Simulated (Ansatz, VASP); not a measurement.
# One calculation of HfS2, two programs

INCAR

```
SYSTEM = HfS2
PREC = Accurate ; ENCUT = 500
EDIFF = 1E-6 ; ISMEAR = -1
SIGMA = 0.02 ; LREAL = .FALSE.
LASPH = .TRUE. ; NELM = 120
ALGO = Normal ; ISIF = 2
LWAVE = .FALSE. ; LCHARG = .FALSE.
GGA = PE ; NBANDS = 18
GGA_COMPAT = .FALSE.
```

Contents of KPOINTS:

```
Automatic mesh
0
G
  12 12 4
  0 0 0
```

Contents of POSCAR:

```
HfS2
1.0
    3.5576900393      0.0000000000      0.0000000000
   -1.7788450196      3.0810499528      0.0000000000
    0.0000000000      0.0000000000      5.9354135096
Hf S
1 2
Direct
    0.0000000000      0.0000000000      0.0000000000
    0.3333333333      0.6666666667      0.2476920146
    0.6666666667      0.3333333333      0.7523079854
```

Input for Ansatz:

```yaml
crystal:
  lattice:
    - [3.5576900393, 0.0, 0.0]
    - [-1.7788450196, 3.0810499528, 0.0]
    - [0.0, 0.0, 5.9354135096]
  atoms:
    - { symbol: Hf, position: [0.0, 0.0, 0.0] }
    - { symbol: S, position: [0.3333333333, 0.6666666667, 0.2476920146] }
    - { symbol: S, position: [0.6666666667, 0.3333333333, 0.7523079854] }
kpoints:
  mp_grid: { grid: [12, 12, 4] }
  band_path:
    path:
      - [0.0, 0.0, 0.0]
      - [0.5, 0.0, 0.0]
      - [0.3333333333, 0.3333333333, 0.0]
      - [0.0, 0.0, 0.5]
      - [0.5, 0.0, 0.5]
      - [0.3333333333, 0.3333333333, 0.5]
      - [0.0, 0.25, 0.25]
      - [0.0, 0.5, 0.5]
    npoints: 1
hamiltonian:
  xc: pbe
scf:
  occupations: { method: fermi_dirac, width: 0.02 }
  n_extra_bands: 4
output:
  forces: true
  stress: true
  eigenvalues: true
  write_density: true
  write_potential: true
  elf: true
  volumetric_format: npy
```

Change from the starting cell: epitaxial_xy strain -2.0%.

Alike in both runs: task single point; functional PBE; k mesh 12 × 12 × 4; occupations fermi-dirac, width 0.02 eV; no spin polarisation.

```csv
,VASP,Ansatz
version,VASP 6.6.1,Ansatz 0.2.0
potentials or method,"VASP PAW PBE potentials, release 64 (Hf_pv, S)","plane waves, PAW"
plane-wave cutoff (eV),500,420
valence electrons in the cell,22,38
```

|  | VASP | Ansatz | Ansatz less VASP |
| --- | --- | --- | --- |
| gap on the k mesh at the Fermi level (eV) | 0.88 | 0.86 | -0.023 |
| pressure (GPa) | 4.0 | 4.6 | +0.57 |
| traceless stress, the component that is largest in VASP (GPa) | -1.62 | -1.67 | -0.052 |
| rms of the force components (eV/Å) | 0.036 | 0.067 | +0.0313 |

Atom by atom the forces differ by 0.031 eV/Å (rms over components). VASP's potentials hold 22 valence electrons a cell and Ansatz's 38, so a difference there can come from the potentials and not from the codes.

Neither program's run includes spin-orbit coupling.
